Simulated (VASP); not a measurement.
# GdTiH3 (Pm-3m) in VASP: single point with PBE+U

Aim: the single point of GdTiH3 with PBE+U.

Program: VASP 6.6.1. These are calculated values, not measurements. Logs are shortened: lines on timing, memory, paths and dates and some standing lists are left out, and cuts for length are marked.

### Step 1. The cell of the first run

It takes space group Pm-3m (No. 221, cubic). Conventional cell: a = 3.699 Å, b = 3.699 Å, c = 3.699 Å, α = 90.00°, β = 90.00°, γ = 90.00°. Within 2.5 Å of Ti (site symmetry m-3m) lie 6 H at 1.85 Å. H (site symmetry 4/mmm) has 2 Ti at 1.85 Å within 2.5 Å. Within 3.5 Å of Gd (site symmetry m-3m) lie 12 H at 2.62 Å and 8 Ti at 3.20 Å.

### Step 2. Single point, PBE+U

Contents of INCAR:

```
PREC = Accurate ; ENCUT = 520
EDIFF = 1E-6 ; ISMEAR = -1
SIGMA = 0.1 ; LREAL = F
LASPH = T ; NELM = 150
ALGO = Normal ; ISIF = 2
LWAVE = F ; LCHARG = T
LMAXMIX = 6 ; LDAU = T
LDAUTYPE = 2 ; LDAUL = -1 -1 3
LDAUU = 0 0 6.44 ; LDAUJ = 0 0 0
LDAUPRINT = 1 ; GGA = PE
LELF = T ; LVHAR = T
NBANDS = 24 ; ISYM = 0
```

Contents of KPOINTS:

```
Automatic mesh
0
Gamma
  6 6 6
```

Contents of POSCAR:

```
GdTiH3
1.0
    3.6993246600      0.0000000000      0.0000000000
    0.0000000000      3.6993246600      0.0000000000
    0.0000000000      0.0000000000      3.6993246600
Ti H Gd
1 3 1
Direct
    0.0000000000      0.0000000000      0.0000000000
    0.5000000000      0.0000000000      0.0000000000
    0.0000000000      0.5000000000      0.0000000000
    0.0000000000      0.0000000000      0.5000000000
    0.5000000000      0.5000000000      0.5000000000
```

Potentials or basis: VASP PAW PBE potentials, release 64 (Ti_sv, H, Gd).

Started as:

```sh
cat potpaw_PBE.64/Ti_sv/POTCAR potpaw_PBE.64/H/POTCAR potpaw_PBE.64/Gd/POTCAR > POTCAR
mpirun -np 1 vasp_std > vasp.out
```

OUTCAR:

```text
PREC = Accurate
   ENCUT = 520
   EDIFF = 1E-6
   ISMEAR = -1
   LREAL = F
   LASPH = T
   NELM = 150
   ISIF = 2
   GGA = PE
   ISYM = 0

 ion  position               nearest neighbor table
   1  0.000  0.000  0.000-   2 1.85   3 1.85   4 1.85   4 1.85   3 1.85   2 1.85   5 3.20   5 3.20
                             5 3.20   5 3.20   5 3.20   5 3.20   5 3.20   5 3.20
   2  0.500  0.000  0.000-   1 1.85   1 1.85
   3  0.000  0.500  0.000-   1 1.85   1 1.85
   4  0.000  0.000  0.500-   1 1.85   1 1.85
   5  0.500  0.500  0.500-   1 3.20   1 3.20   1 3.20   1 3.20   1 3.20   1 3.20   1 3.20   1 3.20

IMPORTANT INFORMATION: All symmetrisations will be switched off!
NOSYMM: (Re-)initialisation of all symmetry stuff for point group C_1.

----------------------------------------------------------------------------------------

                                     Primitive cell

  volume of cell :      50.6253

  direct lattice vectors                    reciprocal lattice vectors
     3.699324660  0.000000000  0.000000000     0.270319610  0.000000000  0.000000000
     0.000000000  3.699324660  0.000000000     0.000000000  0.270319610  0.000000000
     0.000000000  0.000000000  3.699324660     0.000000000  0.000000000  0.270319610

  length of vectors
     3.699324660  3.699324660  3.699324660     0.270319610  0.270319610  0.270319610

  position of ions in fractional coordinates (direct lattice)
     0.000000000  0.000000000  0.000000000
     0.500000000  0.000000000  0.000000000
     0.000000000  0.500000000  0.000000000
     0.000000000  0.000000000  0.500000000
     0.500000000  0.500000000  0.500000000

  ion indices of the primitive-cell ions
   primitive index   ion index
                 1           1
                 2           2
                 3           3
                 4           4
                 5           5

----------------------------------------------------------------------------------------

 KPOINTS: Automatic mesh

Automatic generation of k-mesh.
 Grid dimensions read from file:
 generate k-points for:    6    6    6

 Generating k-lattice:

  Cartesian coordinates                     Fractional coordinates (reciprocal lattice)
     0.045053268  0.000000000  0.000000000     0.166666667  0.000000000  0.000000000
     0.000000000  0.045053268  0.000000000     0.000000000  0.166666667  0.000000000
     0.000000000  0.000000000  0.045053268     0.000000000  0.000000000  0.166666667

  Length of vectors
     0.045053268  0.045053268  0.045053268

  Shift w.r.t. Gamma in fractional coordinates (k-lattice)
     0.000000000  0.000000000  0.000000000

 Subroutine IBZKPT returns following result:
 ===========================================

 Found    112 irreducible k-points:

 Following reciprocal coordinates:
            Coordinates               Weight
  0.000000  0.000000  0.000000      1.000000
  0.166667  0.000000  0.000000      2.000000
  0.000000  0.166667  0.000000      2.000000
[... 59 lines left out ...]
     AMIX     =   0.40;   BMIX     =  1.00
     AMIX_MAG =   1.60;   BMIX_MAG =  1.00
  volume/ion in A,a.u.               =      10.13        68.33
  Fermi-wavevector in a.u.,A,eV,Ry     =   1.419462  2.682394 27.413994  2.014872
  Thomas-Fermi vector in A             =   2.540480
   LORBIT       =      0    0 simple, 1 ext, 2 COOP (PROOUT), +10 PAW based schemes
 LDA+U is selected, type is set to LDAUTYPE =  2
   angular momentum for each species LDAUL =    -1   -1    3
   U (eV)           for each species LDAUU =   0.0  0.0  6.4
   J (eV)           for each species LDAUJ =   0.0  0.0  0.0
   GGA     = PE    functional components
   LHFCALC =     F    Hartree Fock is set to
   AEXX    =    0.0000 exact exchange contribution
   IVDW    =     0    specifies the selected vdW correction
   LEPSILON=     F    determine dielectric tensor
   LRPA    =     F    only Hartree local field effects (RPA)
 non-spin polarized calculation
  energy-cutoff  :      520.00
  volume of cell :       50.63
 maximum number of plane-waves:      1406
   NGX = 13   NGY = 13   NGZ = 13

atom =   5  type =  3  l = 3

 onsite density matrix

spin component  1

  0.5924  0.0001  0.4570 -0.0002  0.0001 -0.0002  0.0000
  0.0001  0.9573 -0.0001  0.0000 -0.0003  0.0001 -0.0002
  0.4570 -0.0001  0.3569  0.0003  0.0000 -0.0002  0.0001
 -0.0002  0.0000  0.0003  0.9465  0.0001 -0.0003  0.0001
  0.0001 -0.0003  0.0000  0.0001  0.3564  0.0000 -0.4568
 -0.0002  0.0001 -0.0002 -0.0003  0.0000  0.0028 -0.0000
  0.0000 -0.0002  0.0001  0.0001 -0.4568 -0.0000  0.5929

spin component  2

  0.5924  0.0001  0.4570 -0.0002  0.0001 -0.0002  0.0000
  0.0001  0.9573 -0.0001  0.0000 -0.0003  0.0001 -0.0002
  0.4570 -0.0001  0.3569  0.0003  0.0000 -0.0002  0.0001
 -0.0002  0.0000  0.0003  0.9465  0.0001 -0.0003  0.0001
  0.0001 -0.0003  0.0000  0.0001  0.3564  0.0000 -0.4568
 -0.0002  0.0001 -0.0002 -0.0003  0.0000  0.0028 -0.0000
  0.0000 -0.0002  0.0001  0.0001 -0.4568 -0.0000  0.5929

 occupancies and eigenvectors

  o =  0.0028  v = -0.3833 -0.0002  0.4948 -0.0001 -0.6143 -0.0687 -0.4756  0.0000  0.0000  0.0000  0.0000  0.0000  0.0000  0.0000      0.0000  0.0000  0.0000  0.0000  0.0000  0.0000  0.0000  0.0000  0.0000  0.0000  0.0000  0.0000  0.0000  0.0000
  o =  0.0028  v =  0.0000  0.0000  0.0000  0.0000  0.0000  0.0000  0.0000 -0.3833 -0.0002  0.4948 -0.0001 -0.6143 -0.0687 -0.4756      0.0000  0.0000  0.0000  0.0000  0.0000  0.0000  0.0000  0.0000  0.0000  0.0000  0.0000  0.0000  0.0000  0.0000
  o =  0.0028  v =  0.4392 -0.0004 -0.5664  0.0005 -0.4806  0.3419 -0.3719  0.0000  0.0000  0.0000  0.0000  0.0000  0.0000  0.0000      0.0000  0.0000  0.0000  0.0000  0.0000  0.0000  0.0000  0.0000  0.0000  0.0000  0.0000  0.0000  0.0000  0.0000
  o =  0.0028  v =  0.0000  0.0000  0.0000  0.0000  0.0000  0.0000  0.0000  0.4392 -0.0004 -0.5664  0.0005 -0.4806  0.3419 -0.3719      0.0000  0.0000  0.0000  0.0000  0.0000  0.0000  0.0000  0.0000  0.0000  0.0000  0.0000  0.0000  0.0000  0.0000
  o =  0.0028  v = -0.1881  0.0000  0.2431  0.0001  0.1303  0.9372  0.1009  0.0000  0.0000  0.0000  0.0000  0.0000  0.0000  0.0000      0.0000  0.0000  0.0000  0.0000  0.0000  0.0000  0.0000  0.0000  0.0000  0.0000  0.0000  0.0000  0.0000  0.0000
  o =  0.0028  v =  0.0000  0.0000  0.0000  0.0000  0.0000  0.0000  0.0000 -0.1881  0.0000  0.2431  0.0001  0.1303  0.9372  0.1009      0.0000  0.0000  0.0000  0.0000  0.0000  0.0000  0.0000  0.0000  0.0000  0.0000  0.0000  0.0000  0.0000  0.0000
  o =  0.9465  v =  0.0000  0.0000  0.0000  0.0000  0.0000  0.0000  0.0000  0.7300  0.0005  0.5658  0.0417  0.2334 -0.0003 -0.3013      0.0000  0.0000  0.0000  0.0000  0.0000  0.0000  0.0000  0.0000  0.0000  0.0000  0.0000  0.0000  0.0000  0.0000
  o =  0.9465  v =  0.7300  0.0005  0.5658  0.0417  0.2334 -0.0003 -0.3013  0.0000  0.0000  0.0000  0.0000  0.0000  0.0000  0.0000      0.0000  0.0000  0.0000  0.0000  0.0000  0.0000  0.0000  0.0000  0.0000  0.0000  0.0000  0.0000  0.0000  0.0000
  o =  0.9465  v =  0.0000  0.0000  0.0000  0.0000  0.0000  0.0000  0.0000  0.3025 -0.0000  0.2345 -0.0427 -0.5649 -0.0001  0.7298      0.0000  0.0000  0.0000  0.0000  0.0000  0.0000  0.0000  0.0000  0.0000  0.0000  0.0000  0.0000  0.0000  0.0000
  o =  0.9465  v =  0.3025 -0.0000  0.2345 -0.0427 -0.5649 -0.0001  0.7298  0.0000  0.0000  0.0000  0.0000  0.0000  0.0000  0.0000      0.0000  0.0000  0.0000  0.0000  0.0000  0.0000  0.0000  0.0000  0.0000  0.0000  0.0000  0.0000  0.0000  0.0000
  o =  0.9466  v =  0.0000  0.0000  0.0000  0.0000  0.0000  0.0000  0.0000  0.0178  0.0003  0.0132 -0.9982  0.0338  0.0003 -0.0439      0.0000  0.0000  0.0000  0.0000  0.0000  0.0000  0.0000  0.0000  0.0000  0.0000  0.0000  0.0000  0.0000  0.0000
  o =  0.9466  v =  0.0178  0.0003  0.0132 -0.9982  0.0338  0.0003 -0.0439  0.0000  0.0000  0.0000  0.0000  0.0000  0.0000  0.0000      0.0000  0.0000  0.0000  0.0000  0.0000  0.0000  0.0000  0.0000  0.0000  0.0000  0.0000  0.0000  0.0000  0.0000
  o =  0.9573  v =  0.0000  0.0000  0.0000  0.0000  0.0000  0.0000  0.0000  0.0003 -1.0000  0.0004 -0.0002  0.0005 -0.0001  0.0001      0.0000  0.0000  0.0000  0.0000  0.0000  0.0000  0.0000  0.0000  0.0000  0.0000  0.0000  0.0000  0.0000  0.0000
  o =  0.9573  v =  0.0003 -1.0000  0.0004 -0.0002  0.0005 -0.0001  0.0001  0.0000  0.0000  0.0000  0.0000  0.0000  0.0000  0.0000      0.0000  0.0000  0.0000  0.0000  0.0000  0.0000  0.0000  0.0000  0.0000  0.0000  0.0000  0.0000  0.0000  0.0000

 number of electron      32.9999975 magnetization

 Free energy of the ion-electron system (eV)
  ---------------------------------------------------
  ext. energy  EPLUGINS =         0.00000000
  ---------------------------------------------------
  free energy    TOTEN  =       -22.19763254 eV

  energy without entropy =      -22.03384203  energy(sigma->0) =      -22.11573728

 E-fermi :   5.4568     XC(G=0): -11.1796

 val. band max:        5.4417412516   @ k =   0.1667   0.1667   0.3333
 cond. band min:       5.5036200389   @ k =  -0.3333  -0.3333   0.1667
 fundamental gap:      0.0618787873
 Fermi energy:         5.4567665155

 k-point     1 :       0.0000    0.0000    0.0000
  band No.  band energies     occupation
      1     -51.1545      2.00000
      2     -35.5066      2.00000
      3     -27.4752      2.00000
      4     -27.4752      2.00000
      5     -27.4752      2.00000
      6     -13.6648      2.00000
[... 637 lines left out ...]
     23      10.3667      0.00000
     24      10.5738      0.00000

 [... further k-points ...]

------------------------ aborting loop because EDIFF is reached ----------------------------------------

  FORCE on cell =-STRESS in cart. coord.  units (eV):
  Direction    XX          YY          ZZ          XY          YZ          ZX
  --------------------------------------------------------------------------------------
  -------------------------------------------------------------------------------------
  Total        3.1963796      3.1964611      3.1964164     -0.0000085     -0.0000371     -0.0000330
  in kB      101.1583164    101.1608957    101.1594808     -0.0002701     -0.0011732     -0.0010433
  external PRESSURE =     101.1595643 kB  Pullay stress =       0.0000000 kB

 VOLUME and BASIS-vectors are now :
 -----------------------------------------------------------------------------
  energy-cutoff  :      520.00
  volume of cell :       50.63
      direct lattice vectors                 reciprocal lattice vectors
     3.699324660  0.000000000  0.000000000     0.270319610  0.000000000  0.000000000
     0.000000000  3.699324660  0.000000000     0.000000000  0.270319610  0.000000000
     0.000000000  0.000000000  3.699324660     0.000000000  0.000000000  0.270319610

 POSITION                                       TOTAL-FORCE (eV/Angst)
 -----------------------------------------------------------------------------------
      0.00000      0.00000      0.00000         0.000005      0.000007      0.000006
      1.84966      0.00000      0.00000        -0.000001      0.000004     -0.000000
      0.00000      1.84966      0.00000        -0.000001      0.000003      0.000000
      0.00000      0.00000      1.84966        -0.000002      0.000002     -0.000001
      1.84966      1.84966      1.84966        -0.000001     -0.000016     -0.000005
 -----------------------------------------------------------------------------------
    total drift:                                0.000010     -0.000015      0.000003

  FREE ENERGIE OF THE ION-ELECTRON SYSTEM (eV)
  ---------------------------------------------------
  free  energy   TOTEN  =       -22.1976325391 eV

  energy  without entropy=      -22.0338420298  energy(sigma->0) =      -22.11573728
```

Wall time 5.4 min (1 thread of Oxide Virtual Turin-like, shared host); peak memory 0.26 GiB.

What came out:

```yaml
Free_energy: -22.1976 eV
Pressure: 10.1 GPa
```

Eigenvalues of the final occupation matrices:
```csv
site,spin,trace,eigenvalues
site 5 f,1,3.81,0.00 0.00 0.00 0.95 0.95 0.95 0.96
site 5 f,2,3.81,0.00 0.00 0.00 0.95 0.95 0.95 0.96
```

Caveat: spin-orbit coupling is left out, which moves the levels of the heavy elements; U without spin polarisation on a metal has little footing. Spin polarisation is off, so any magnetic state and its effect on volume and gap are missing.
